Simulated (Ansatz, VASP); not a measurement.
# Two plane-wave programs on TeMo5

```
Te Mo
1.0
     5.06319    0.00000    0.00000
    -2.53160    4.38485    0.00000
     0.00000    0.00000    4.88207
Te Mo
1 5
Direct
  0.00000 0.00000 0.00000
  0.50000 0.00000 0.50000
  0.50000 0.50000 0.50000
  0.00000 0.50000 0.50000
  0.33333 0.66667 0.00000
  0.66667 0.33333 0.00000
```

Change from the starting cell: species swapped into the YNi5 type (P6/mmm, No. 191).

Alike in both runs: functional PBE; k mesh 3 × 3 × 4; occupations gaussian, width 0.1 eV; no spin polarisation.

Ansatz relaxed the structure, and its values are those at the end. VASP's run is a single point on that final structure, the one shown.

|  | VASP | Ansatz |
| --- | --- | --- |
| version | VASP 6.6.1 | Ansatz 0.2.0 |
| potentials or method | VASP PAW PBE potentials, release 64 (Te, Mo_sv), cutoff 520 eV | scalar-relativistic, plane waves, PAW |
| valence electrons in the cell | 76 | 86 |

|  | VASP | Ansatz | Ansatz less VASP |
| --- | --- | --- | --- |
| gap on the k mesh at the Fermi level (eV) | none | none | - |
| pressure (GPa) | 0.1 | -0.2 | -0.31 |

A gap of «none» marks a metal or a gap that the smearing closes. With one functional, cell and mesh, what is left measures potentials, basis and numerics. VASP's potentials hold 76 valence electrons a cell and Ansatz's 86, so a difference there can come from the potentials and not from the codes.

The k mesh is coarse, so the values compare programs but aren't converged. Neither program's run includes spin-orbit coupling.
